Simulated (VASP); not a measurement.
# Li2Se (Fm-3m) in VASP: further runs

The runs below take Li2Se through single point, with PBE+D3(BJ).

All numbers are computed with VASP 6.6.1; they aren't measurements. Logs are shortened: lines on timing, memory, paths and dates and some standing lists are left out, and cuts for length are marked.

## 1. The cell of the first run

It takes space group Fm-3m (No. 225, cubic). Conventional cell: a = 5.835 Å, b = 5.835 Å, c = 5.835 Å, α = 90.00°, β = 90.00°, γ = 90.00°. Within 3.3 Å of Se (site symmetry m-3m) lie 8 Li at 2.53 Å. Li (site symmetry -43m) has 4 Se at 2.53 Å and 6 Li at 2.92 Å within 3.3 Å.

## 2. Single point, PBE+D3(BJ)

Contents of INCAR:

```
PREC     = Accurate       # precision mode
ENCUT    = 750            # plane-wave cutoff, eV
EDIFF    = 1E-6           # SCF threshold, eV
ISMEAR   = -1             # smearing method
SIGMA    = 0.02           # smearing width, eV
LREAL    = F              # projectors in reciprocal space
LASPH    = T              # aspherical terms in the spheres
NELM     = 120            # most SCF steps
ALGO     = Normal         # electronic algorithm
ISIF     = 2              # what is computed and relaxed
LWAVE    = F              # write WAVECAR
LCHARG   = F              # write CHGCAR
GGA      = PE             # functional
IVDW     = 12             # dispersion correction
NBANDS   = 13             # bands
GGA_COMPAT= F
```

Contents of KPOINTS:

```
regular mesh
0
Gamma
  5 5 5
```

Contents of POSCAR:

```
Li2Se
1.0
    0.0000000000      2.9172925230      2.9172925230
    2.9172925230      0.0000000000      2.9172925230
    2.9172925230      2.9172925230      0.0000000000
Se Li
1 2
Direct
    0.0000000000      0.0000000000      0.0000000000
    0.2500000000      0.2500000000      0.2500000000
    0.7500000000      0.7500000000      0.7500000000
```

Potentials or basis: VASP PAW PBE potentials, release 64 (Se, Li_sv).

Started as:

```bash
$ cat potpaw_PBE.64/Se/POTCAR potpaw_PBE.64/Li_sv/POTCAR > POTCAR
$ mpirun -np 1 vasp_std > vasp.out
```

OUTCAR:

```text
PREC = Accurate
   ENCUT = 750
   EDIFF = 1E-6
   ISMEAR = -1
   LREAL = F
   LASPH = T
   NELM = 120
   ISIF = 2
   GGA = PE
   IVDW = 12
 IVDW          = 12

 ion  position               nearest neighbor table
   1  0.000  0.000  0.000-   3 2.53   3 2.53   3 2.53   2 2.53   3 2.53   2 2.53   2 2.53   2 2.53

   2  0.250  0.250  0.250-   1 2.53   1 2.53   1 2.53   1 2.53
   3  0.750  0.750  0.750-   1 2.53   1 2.53   1 2.53   1 2.53

  LATTYP: Found a face centered cubic cell.
 ALAT       =     5.8345850460

  Lattice vectors:

 A1 = (   0.0000000000,   2.9172925230,   2.9172925230)
 A2 = (   2.9172925230,   0.0000000000,   2.9172925230)
 A3 = (   2.9172925230,   2.9172925230,   0.0000000000)

Analysis of symmetry for initial positions (statically):
=====================================================================
 Subroutine PRICEL returns:
 Original cell was already a primitive cell.

 Routine SETGRP: Setting up the symmetry group for a
 face centered cubic supercell.

 Subroutine GETGRP returns: Found 48 space group operations
 (whereof 48 operations were pure point group operations)
 out of a pool of 48 trial point group operations.

The static configuration has the point symmetry O_h .

Analysis of symmetry for dynamics (positions and initial velocities):
=====================================================================
 Subroutine PRICEL returns:
 Original cell was already a primitive cell.

 Routine SETGRP: Setting up the symmetry group for a
 face centered cubic supercell.

 Subroutine GETGRP returns: Found 48 space group operations
 (whereof 48 operations were pure point group operations)
 out of a pool of 48 trial point group operations.

The dynamic configuration has the point symmetry O_h .

 Subroutine INISYM returns: Found 48 space group operations
 (whereof 48 operations are pure point group operations),
 and found     1 'primitive' translations

----------------------------------------------------------------------------------------

                                     Primitive cell

  volume of cell :      49.6558

  direct lattice vectors                    reciprocal lattice vectors
     0.000000000  2.917292523  2.917292523    -0.171391794  0.171391794  0.171391794
     2.917292523  0.000000000  2.917292523     0.171391794 -0.171391794  0.171391794
     2.917292523  2.917292523  0.000000000     0.171391794  0.171391794 -0.171391794

[... 79 lines left out ...]
   TEBEG  =    0.0;   TEEND  =   0.0 temperature during run
   PSTRESS=    0.0 pullay stress
   NELECT =      12.0000    total number of electrons
   NUPDOWN=      -1.0000    fix difference up-down
   EMIN   =  10.00;   EMAX   =-10.00  energy-range for DOS
   EFERMI =   0.00;   METHOD = LEGACY
   ISMEAR =    -1;   SIGMA  =   0.02  broadening in eV -4-tet -1-fermi 0-gaus
   EFERMI_NEDOS =   21; number of points for ismear=-14 and -15
   IALGO  =     38    algorithm
   IMIX   =      4    mixing-type and parameters
     AMIX     =   0.40;   BMIX     =  1.00
     AMIX_MAG =   1.60;   BMIX_MAG =  1.00
  volume/ion in A,a.u.               =      16.55       111.70
  Fermi-wavevector in a.u.,A,eV,Ry     =   1.019715  1.926981 14.147579  1.039818
  Thomas-Fermi vector in A             =   2.153244
   LORBIT       =      0    0 simple, 1 ext, 2 COOP (PROOUT), +10 PAW based schemes
   GGA     = PE    functional components
   LHFCALC =     F    Hartree Fock is set to
   AEXX    =    0.0000 exact exchange contribution
   IVDW    =    12    specifies the selected vdW correction
   LEPSILON=     F    determine dielectric tensor
   LRPA    =     F    only Hartree local field effects (RPA)
 non-spin polarized calculation
  energy-cutoff  :      750.00
  volume of cell :       49.66
 maximum number of plane-waves:      2334
 NGX is ok and might be reduce to    40
   NGX = 19   NGY = 19   NGZ = 19

 number of electron      11.9999998 magnetization

 Free energy of the ion-electron system (eV)
  ---------------------------------------------------
  ext. energy  EPLUGINS =         0.00000000
  ---------------------------------------------------
  free energy    TOTEN  =       -11.08244031 eV

  energy without entropy =      -11.08244031  energy(sigma->0) =      -11.08244031

 E-fermi :   2.0027     XC(G=0):  -8.5840

 val. band max:        1.5123403432   @ k =   0.0000   0.0000   0.0000
 cond. band min:       4.6914761728   @ k =   0.4000   0.4000   0.0000
 fundamental gap:      3.1791358296
 Fermi energy:         2.0026651884

 k-point     1 :       0.0000    0.0000    0.0000
  band No.  band energies     occupation
      1     -43.0740      2.00000
      2     -43.0400      2.00000
      3     -10.1196      2.00000
      4       1.5123      2.00000
      5       1.5123      2.00000
      6       1.5123      2.00000
      7       5.2733      0.00000
      8       7.1662      0.00000
      9       7.1662      0.00000
     10       7.1662      0.00000
     11      12.3548      0.00000
     12      12.3548      0.00000
     13      12.7706      0.00000
[... 130 lines left out ...]
  band No.  band energies     occupation
      1     -43.0590      2.00000
      2     -43.0533      2.00000
      3      -9.5844      2.00000
      4      -0.9717      2.00000
      5      -0.3534      2.00000
      6       0.0464      2.00000
      7       6.5142      0.00000
      8       8.1928      0.00000
      9       9.1233      0.00000
     10      11.4201      0.00000
     11      11.6402      0.00000
     12      12.3019      0.00000
     13      15.3486      0.00000

------------------------ aborting loop because EDIFF is reached ----------------------------------------

 Edisp (eV)   -0.86105

 E8    (eV) :    -0.3565

  FORCE on cell =-STRESS in cart. coord.  units (eV):
  Direction    XX          YY          ZZ          XY          YZ          ZX
  --------------------------------------------------------------------------------------
  -------------------------------------------------------------------------------------
  Total       0.12908     0.12908     0.12908    -0.00000     0.00000     0.00000
  in kB       4.16470     4.16470     4.16470    -0.00000     0.00000     0.00000
  external pressure =        4.16 kB  Pullay stress =        0.00 kB

 VOLUME and BASIS-vectors are now :
 -----------------------------------------------------------------------------
  energy-cutoff  :      750.00
  volume of cell :       49.66
      direct lattice vectors                 reciprocal lattice vectors
     0.000000000  2.917292523  2.917292523    -0.171391794  0.171391794  0.171391794
     2.917292523  0.000000000  2.917292523     0.171391794 -0.171391794  0.171391794
     2.917292523  2.917292523  0.000000000     0.171391794  0.171391794 -0.171391794

 POSITION                                       TOTAL-FORCE (eV/Angst)
 -----------------------------------------------------------------------------------
      0.00000      0.00000      0.00000        -0.000000     -0.000000     -0.000000
      1.45865      1.45865      1.45865         0.000000      0.000000      0.000000
      4.37594      4.37594      4.37594        -0.000000     -0.000000     -0.000000
 -----------------------------------------------------------------------------------
    total drift:                                0.000000     -0.000000      0.000000

  FREE ENERGIE OF THE ION-ELECTRON SYSTEM (eV)
  ---------------------------------------------------
  free  energy   TOTEN  =       -11.9434925648 eV

  energy  without entropy=      -11.9434925648  energy(sigma->0) =      -11.94349256
```

Wall time 27 s (1 thread of Intel Xeon 8259CL, shared host); peak memory 0.24 GiB.

What came out:

```yaml
Free_energy: -11.9435 eV
Pressure: 0.4 GPa
Band_gap_on_the_k_mesh: 3.18 eV, indirect (least direct gap 3.76 eV)
Dispersion_energy_per_atom: -0.287 eV
```

Caveat: three body term missing. A k mesh can miss the band edges.

## 3. Single point, PBE+D3(BJ)

This run uses another cell than the first one, of 17.23 Å³/atom, 1.041 times its volume.

Contents of INCAR:

```
PREC     = Accurate       # precision mode
ENCUT    = 750            # plane-wave cutoff, eV
EDIFF    = 1E-6           # SCF threshold, eV
ISMEAR   = -1             # smearing method
SIGMA    = 0.02           # smearing width, eV
LREAL    = False          # projectors in reciprocal space
LASPH    = True           # aspherical terms in the spheres
NELM     = 120            # most SCF steps
ALGO     = Normal         # electronic algorithm
ISIF     = 2              # what is computed and relaxed
LWAVE    = False          # write WAVECAR
LCHARG   = False          # write CHGCAR
GGA      = PE             # functional
IVDW     = 12             # dispersion correction
NBANDS   = 13             # bands
GGA_COMPAT= False
```

Contents of KPOINTS:

```
Automatic mesh
0
Gamma
  5 5 5
```

Contents of POSCAR:

```
Li2Se
1.0
    0.0000000000      2.9564554851      2.9564554851
    2.9564554851      0.0000000000      2.9564554851
    2.9564554851      2.9564554851      0.0000000000
Se Li
1 2
Direct
    0.0000000000      0.0000000000      0.0000000000
    0.2500000000      0.2500000000      0.2500000000
    0.7500000000      0.7500000000      0.7500000000
```

Potentials or basis: VASP PAW PBE potentials, release 64 (Se, Li_sv).

Started as:

```bash
$ cat potpaw_PBE.64/Se/POTCAR potpaw_PBE.64/Li_sv/POTCAR > POTCAR
$ mpirun -np 1 vasp_std > vasp.out
```

OUTCAR:

```text
PREC = Accurate
   ENCUT = 750
   EDIFF = 1E-6
   ISMEAR = -1
   LREAL = False
   LASPH = True
   NELM = 120
   ISIF = 2
   GGA = PE
   IVDW = 12
 IVDW          = 12

 ion  position               nearest neighbor table
   1  0.000  0.000  0.000-   2 2.56   3 2.56   3 2.56   3 2.56   3 2.56   2 2.56   2 2.56   2 2.56

   2  0.250  0.250  0.250-   1 2.56   1 2.56   1 2.56   1 2.56
   3  0.750  0.750  0.750-   1 2.56   1 2.56   1 2.56   1 2.56

  LATTYP: Found a face centered cubic cell.
 ALAT       =     5.9129109702

[... 335 lines left out ...]

 Edisp (eV)   -0.82446

 E8    (eV) :    -0.3408

  FORCE on cell =-STRESS in cart. coord.  units (eV):
  Direction    XX          YY          ZZ          XY          YZ          ZX
  --------------------------------------------------------------------------------------
  -------------------------------------------------------------------------------------
  Total      -0.35129    -0.35129    -0.35129    -0.00000    -0.00000    -0.00000
  in kB     -10.89023   -10.89023   -10.89023    -0.00000    -0.00000    -0.00000
  external pressure =      -10.89 kB  Pullay stress =        0.00 kB

 VOLUME and BASIS-vectors are now :
 -----------------------------------------------------------------------------
  energy-cutoff  :      750.00
  volume of cell :       51.68
      direct lattice vectors                 reciprocal lattice vectors
     0.000000000  2.956455485  2.956455485    -0.169121437  0.169121437  0.169121437
     2.956455485  0.000000000  2.956455485     0.169121437 -0.169121437  0.169121437
     2.956455485  2.956455485  0.000000000     0.169121437  0.169121437 -0.169121437

 POSITION                                       TOTAL-FORCE (eV/Angst)
 -----------------------------------------------------------------------------------
      0.00000      0.00000      0.00000         0.000000     -0.000000     -0.000000
      1.47823      1.47823      1.47823         0.000000      0.000000      0.000000
      4.43468      4.43468      4.43468        -0.000000     -0.000000     -0.000000
 -----------------------------------------------------------------------------------
    total drift:                                0.000000     -0.000000      0.000000

  FREE ENERGIE OF THE ION-ELECTRON SYSTEM (eV)
  ---------------------------------------------------
  free  energy   TOTEN  =       -11.9400325330 eV

  energy  without entropy=      -11.9400325330  energy(sigma->0) =      -11.94003253
```

OSZICAR:

```text
N       E                     dE             d eps       ncg     rms          rms(c)
DAV:   1     0.503739203012E+02    0.50374E+02   -0.67889E+03   260   0.118E+03
DAV:   2    -0.349008107001E+01   -0.53864E+02   -0.50828E+02   310   0.218E+02
DAV:   3    -0.111609288437E+02   -0.76708E+01   -0.76212E+01   505   0.489E+01
DAV:   4    -0.112907605514E+02   -0.12983E+00   -0.12980E+00   330   0.976E+00
DAV:   5    -0.112938010472E+02   -0.30405E-02   -0.30404E-02   402   0.118E+00    0.279E+00
DAV:   6    -0.111230440895E+02    0.17076E+00   -0.22488E-01   313   0.187E+00    0.174E+00
DAV:   7    -0.111078723609E+02    0.15172E-01   -0.10950E-01   343   0.145E+00    0.737E-01
DAV:   8    -0.111153695187E+02   -0.74972E-02   -0.16193E-02   334   0.713E-01    0.243E-01
DAV:   9    -0.111153536022E+02    0.15917E-04   -0.37576E-04   377   0.127E-01    0.212E-01
DAV:  10    -0.111155686783E+02   -0.21508E-03   -0.78069E-04   295   0.136E-01    0.136E-01
DAV:  11    -0.111155730730E+02   -0.43947E-05   -0.97732E-05   352   0.560E-02    0.541E-02
DAV:  12    -0.111155746132E+02   -0.15402E-05   -0.12280E-05   343   0.187E-02    0.754E-03
DAV:  13    -0.111155761031E+02   -0.14899E-05   -0.24621E-06   321   0.812E-03    0.370E-03
DAV:  14    -0.111155763112E+02   -0.20813E-06   -0.85991E-08   200   0.267E-03
   1 F= -.11940033E+02 E0= -.11940033E+02  d E =-.124037E-11
```

Wall time 33 s (1 thread of Intel Xeon 8259CL, shared host); peak memory 0.24 GiB.

Results:

| Item | Value |
| --- | --- |
| Free energy | -11.9400 eV |
| Pressure | -1.1 GPa |
| Band gap on the k mesh | 3.21 eV, indirect (least direct gap 3.58 eV) |
| Dispersion energy per atom | -0.275 eV |

Levels at points of the mesh, in eV from the valence-band top:
```csv
k point,band 4,band 5,band 6,band 7,band 8,band 9
"(0.00, 0.00, 0.00)",0.00,0.00,0.00,3.58,5.64,5.64
```

Caveat: three body term missing.
